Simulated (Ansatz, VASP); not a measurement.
Gd in VASP and in Ansatz

```
Gd
1.0
     0.00000    2.65301    2.65301
     2.65301    0.00000    2.65301
     2.65301    2.65301    0.00000
Gd
1
Direct
  0.00000 0.00000 0.00000
```

Alike in both runs: task single point; functional PBEsol; k mesh 10 × 10 × 10; occupations fermi-dirac, width 0.1 eV; collinear spin.

```csv
,VASP,Ansatz
version,VASP 6.6.1,Ansatz 0.2.0
potentials or method,"VASP PAW PBE potentials, release 64 (Gd), cutoff 520 eV","plane waves, PAW"
valence electrons in the cell,18,18
```

|  | VASP | Ansatz | Ansatz less VASP |
| --- | --- | --- | --- |
| pressure (GPa) | -4.4 | -4.3 | +0.06 |
| net moment per atom (μB) | 7.57 | 7.57 | -0.002 |
| size of the moment on the site where the two differ most (μB) | 6.93 | 7.30 | +0.376 |

VASP's potentials were made for PBE, not for PBEsol. Site moments also hang on the region over which each program counts them. The functional is the same, so the differences come from potentials, cutoffs and numerics.

Neither program's run includes spin-orbit coupling.
